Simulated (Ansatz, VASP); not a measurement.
# WC: VASP beside Ansatz

```xyz
2
Lattice="0.0000 2.3214 2.1900 2.1900 0.0000 2.1900 2.1900 2.3214 0.0000" Properties=species:S:1:pos:R:3 pbc="T T T"
W     0.0000    0.0000    0.0000
C     2.1900    2.3214    2.1900
```

Change from the starting cell: strain +0.0600 x Voigt [0, 1, 0, 0, 0, 0], atoms carried along.

Alike in both runs: task single point; functional PBE; k mesh 24 × 24 × 24; occupations gaussian, width 0.15 eV; no spin polarisation.

|  | VASP | Ansatz |
| --- | --- | --- |
| version | VASP 6.6.1 | Ansatz 0.2.0 |
| potentials or method | VASP PAW PBE potentials, release 64 (W_sv, C), cutoff 520 eV | scalar-relativistic, plane waves, PAW |
| valence electrons in the cell | 18 | 18 |

VASP gave:

```
gap on the k mesh at the Fermi level (eV)                     : none
pressure (GPa)                                                : -15.8
traceless stress, the component that is largest in VASP (GPa) : -13.63
```

Estimate Ansatz's values.

gap on the k mesh at the Fermi level (eV): none; pressure (GPa): -16.5; traceless stress, the component that is largest in VASP (GPa): -13.53.

A gap of «none» marks a metal or a gap that the smearing closes.

Neither program's run includes spin-orbit coupling.
